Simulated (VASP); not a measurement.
## PtS2: single point with PBE+D3(BJ)

System: PtS2, a slab with vacuum.

```
S Pt
1.0
     3.58900    0.00000    0.00000
    -1.79450    3.10817    0.00000
     0.00000    0.00000   30.82549
S Pt
2 1
Direct
  0.66667 0.33333 0.45971
  0.33333 0.66667 0.54029
  0.00000 0.00000 0.50000
```

| Property | Result |
| --- | --- |
| Program | VASP 6.6.1 |
| Task | single point |
| Functional | PBE |
| Dispersion | D3(BJ) |
| Potentials or basis | VASP PAW PBE potentials, release 64 (S, Pt) |
| Cutoff | 520 eV |
| k mesh | 9 × 9 × 1 |
| Occupations | gaussian, width 0.02 eV |
| Spin | no spin polarisation |
| Dipole correction | yes |
| Further INCAR settings | ALGO = Normal; EDIFF = 1e-06; NBANDS = 18 |

```json
{
  "Largest force": "0.361 eV/Å",
  "Band gap on the k mesh": "1.78 eV (least direct gap 1.85 eV)",
  "Dispersion energy per atom": "-0.268 eV"
}
```

Forces in eV/Å, atoms in the order of the input:
```
S    0.000  0.000  0.361
S    0.000  0.000 -0.361
Pt   0.000  0.000  0.000
```

Levels at points of the mesh, in eV from the valence-band top:
```csv
k point,band 7,band 8,band 9,band 10,band 11,band 12,band 13,band 14,band 15,band 16
"(0.00, 0.00, 0.00)",-2.71,-0.76,-0.60,-0.22,-0.22,3.16,3.16,5.40,5.87,6.24
```

Run time: 2.7 min on 1 thread of Intel(R) Xeon(R) Platinum 8488C (Sapphire Rapids), with other jobs on the host, peak memory 0.47 GiB.

Caveat: spin-orbit coupling is left out, which moves the levels of the heavy elements.
